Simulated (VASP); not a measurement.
BeS:

```
Be S
1.0
     3.54329    0.00000    0.00000
     0.00000    3.54329    0.00000
     0.00000    0.00000    7.06712
Be S
4 4
Direct
  0.11138 0.50000 0.25000
  0.50000 0.88862 0.50000
  0.50000 0.11138 0.00000
  0.88862 0.50000 0.75000
  0.00000 0.61138 0.50000
  0.38862 0.00000 0.25000
  0.61138 0.00000 0.75000
  0.00000 0.38862 0.00000
```

The cell was built from a structure type or drawn by symmetry, and may not be a known phase.

```yaml
Program: VASP 6.6.1
Task: relaxation of cell and atoms
Functional: PBE
Potentials_or_basis: VASP PAW PBE potentials, release 64 (Be, S)
Cutoff: 600 eV
k_mesh: 6 × 6 × 4
Occupations: gaussian, width 0.1 eV
Spin: no spin polarisation
```

At the start: pressure 51.9 GPa; volume 11.09 Å³/atom.

Q: How do energy, volume and symmetry change on relaxing?

A: Over 12 steps the energy falls by 601.2 meV/atom and the volume is 14.66 Å³/atom (+32.2 %); space group P4_322 (No. 95, to 0.1 Å) before and after.

Step by step:
```
step  energy change (eV)  largest force (eV/Å)  pressure (GPa)  volume (Å³)
   1              0.0000                0.9768           51.87        88.73
   2             -3.4533                0.5431          -11.96       142.20
   3             -4.6126                0.3672            0.12       118.22
   4             -4.6126                0.3499           -0.40       118.86
   5             -4.6538                0.3073           -0.46       118.86
   6             -4.7443                0.2491           -0.66       118.87
   7             -4.7942                0.1551           -1.13       118.86
   8             -4.7969                0.1443           -1.04       118.87
   9             -4.7942                0.0911            1.96       114.97
  10             -4.8077                0.0470            0.33       117.00
  11             -4.8092                0.0347           -0.20       117.51
  12             -4.8099                0.0061            0.00       117.32
```

Final structure:
```cif
data_structure
_symmetry_space_group_name_H-M 'P 1'
_symmetry_Int_Tables_number 1
_cell_length_a 3.7960
_cell_length_b 3.7960
_cell_length_c 8.1416
_cell_angle_alpha 90.000
_cell_angle_beta 90.000
_cell_angle_gamma 90.000
_cell_volume 117.32
loop_
_atom_site_label
_atom_site_type_symbol
_atom_site_fract_x
_atom_site_fract_y
_atom_site_fract_z
_atom_site_occupancy
Be1 Be 0.15934 0.50000 0.25000 1
Be2 Be 0.50000 0.84066 0.50000 1
Be3 Be 0.50000 0.15934 0.00000 1
Be4 Be 0.84066 0.50000 0.75000 1
S1 S 0.00000 0.56550 0.50000 1
S2 S 0.43450 0.00000 0.25000 1
S3 S 0.56550 0.00000 0.75000 1
S4 S 0.00000 0.43450 0.00000 1
```

Caveat: the volume moved by over 15 % at a fixed basis, so the end points are rough.
